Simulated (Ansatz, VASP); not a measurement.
# RbBr: VASP beside Ansatz

INCAR

```
PREC = Accurate
ENCUT = 520
EDIFF = 1E-6
ISMEAR = 0
SIGMA = 0.05
LREAL = False
LASPH = True
NELM = 60
ALGO = Normal
ISIF = 2
LWAVE = False
LCHARG = False
GGA = PE
NBANDS = 15
```

File KPOINTS:

```
regular mesh
0
Gamma
  6 6 6
```

Contents of POSCAR:

```
RbBr
1.0
    4.3048525893      0.0000000000      0.0000000000
    0.0000000000      4.3048525893      0.0000000000
    0.0000000000      0.0000000000      4.1929021031
Rb Br
1 1
Direct
   -0.0462890878      0.0000000000      0.0000000000
    0.5495122459      0.5000000000      0.5000000000
```

Input for Ansatz:

```yaml
crystal:
  lattice:
    - [4.3048525893, 0.0, 0.0]
    - [0.0, 4.3048525893, 0.0]
    - [0.0, 0.0, 4.1929021031]
  atoms:
    - { symbol: Rb, position: [-0.0462890878, 0.0, 0.0] }
    - { symbol: Br, position: [0.5495122459, 0.5, 0.5] }
basis:
  ecutwfc: 420
kpoints:
  mp_grid: { grid: [6, 6, 6] }
hamiltonian:
  xc: pbe
  pseudopotentials: { kind: paw }
scf:
  occupations: { method: gaussian, width: 0.05 }
output:
  forces: true
  stress: true
  eigenvalues: true
```

Change from the starting cell: mode 4 frozen in at -0.208 Å, equal normal strain along x and y +0.0267.

Alike in both runs: task single point; functional PBE; k mesh 6 × 6 × 6; occupations gaussian, width 0.05 eV; no spin polarisation.

|  | VASP | Ansatz |
| --- | --- | --- |
| version | VASP 6.6.1 | Ansatz 0.2.0 |
| potentials or method | VASP PAW PBE potentials, release 64 (Rb_sv, Br), cutoff 520 eV | scalar-relativistic, plane waves, PAW |
| valence electrons in the cell | 16 | 16 |

```csv
,VASP,Ansatz,Ansatz less VASP
gap on the k mesh at the Fermi level (eV),3.79,3.79,+0.001
least direct gap on the mesh (eV),3.88,3.88,+0.001
pressure (GPa),0.0,0.0,-0.02
"traceless stress, the component that is largest in VASP (GPa)",0.48,0.48,-0.002
rms of the force components (eV/Å),0.104,0.102,-0.0017
```

Atom by atom the forces differ by 0.002 eV/Å (rms over components). With one functional, cell and mesh, what is left measures potentials, basis and numerics.
